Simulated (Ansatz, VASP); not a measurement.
One calculation of SrTiO3, two programs

POSCAR

```
SrTiO3
1.0
    3.9177112476      0.0000000000      0.0000000000
    0.0000000000      3.9177112476      0.0000000000
    0.0000000000      0.0000000000      3.9177112476
Sr Ti O
1 1 3
Direct
    0.0000000000      0.0000000000      0.0000000000
    0.5000000000      0.5000000000      0.5000000000
    0.5000000000      0.0000000000      0.5000000000
    0.5000000000      0.5000000000      0.0000000000
    0.0000000000      0.5000000000      0.5000000000
```

Contents of INCAR.step1:

```
  ALGO = Normal
  EDIFF = 1E-5
  ENCUT = 910
  GGA = PE
  GGA_COMPAT = False
  ISMEAR = 0
  LASPH = True
  LCHARG = False
  LDAU = True
  LDAUJ = 0 0 0
  LDAUL = -1 2 -1
  LDAUTYPE = 2
  LDAUU = 0 4 0
  LMAXMIX = 4
  LREAL = False
  LWAVE = True
  NBANDS = 28
  NELM = 200
  PREC = Accurate
  SIGMA = 0.02
```

Contents of INCAR.step2:

```
  ALGO = Normal
  EDIFF = 1E-6
  ENCUT = 910
  GGA_COMPAT = False
  ISIF = 2
  ISMEAR = 0
  ISTART = 1
  LASPH = True
  LCHARG = True
  LDAU = True
  LDAUJ = 0 0 0
  LDAUL = -1 2 -1
  LDAUPRINT = 1
  LDAUTYPE = 2
  LDAUU = 0 4 0
  LELF = True
  LMAXMIX = 4
  LMIXTAU = True
  LREAL = False
  LVHAR = True
  LWAVE = False
  METAGGA = R2SCAN
  NBANDS = 28
  NELM = 200
  PREC = Accurate
  SIGMA = 0.02
```

File KPOINTS:

```
k-points
0
Gamma
  6 6 6
```

Input for Ansatz:

```yaml
crystal:
  lattice:
    - [3.9177112468, 0.0, 0.0]
    - [0.0, 3.9177112468, 0.0]
    - [0.0, 0.0, 3.9177112468]
  atoms:
    - { symbol: Sr, position: [0.0, 0.0, 0.0] }
    - { symbol: Ti, position: [0.5, 0.5, 0.5] }
    - { symbol: O, position: [0.5, 0.0, 0.5] }
    - { symbol: O, position: [0.5, 0.5, 0.0] }
    - { symbol: O, position: [0.0, 0.5, 0.5] }
basis:
  ecutwfc: 500
kpoints:
  mp_grid: { grid: [6, 6, 6] }
  band_path: { path: [VBM, CBM], npoints: 2 }
hamiltonian:
  xc: r2scan
  hubbard: { sites: [{ species: Ti, l: d, u_eff: 4.0 }] }
scf:
  occupations: { method: gaussian, width: 0.02 }
output:
  forces: true
  stress: true
  eigenvalues: true
checkpoint:
  read: start.run
  write: ck
  compress: false
  write_wavefunctions: false
  write_every: 100000
```

Alike in both runs: task single point; functional r2SCAN; k mesh 6 × 6 × 6; occupations gaussian, width 0.02 eV; no spin polarisation; Hubbard terms Ti d U = 4.0 eV.

```csv
,VASP,Ansatz
version,VASP 6.6.1,Ansatz 0.2.0
potentials or method,"VASP PAW PBE potentials, release 64 (Sr_sv, Ti_sv, O_h), cutoff 910 eV","scalar-relativistic, plane waves, PAW"
valence electrons in the cell,40,40
```

VASP gave:

```
gap on the k mesh at the Fermi level (eV) : 2.85
least direct gap on the mesh (eV)         : 3.29
```

Problem. What did Ansatz give for the same quantities?

Solution. gap on the k mesh at the Fermi level (eV): 2.78; least direct gap on the mesh (eV): 3.21.

VASP's potentials were made for PBE, not for r2SCAN. The programs project onto different local orbitals, so the same U acts differently, and such runs can settle in different states.

Noted on VASP's run: the cutoff is under 1.25 times that of the potentials, so the pressure is a little rough.
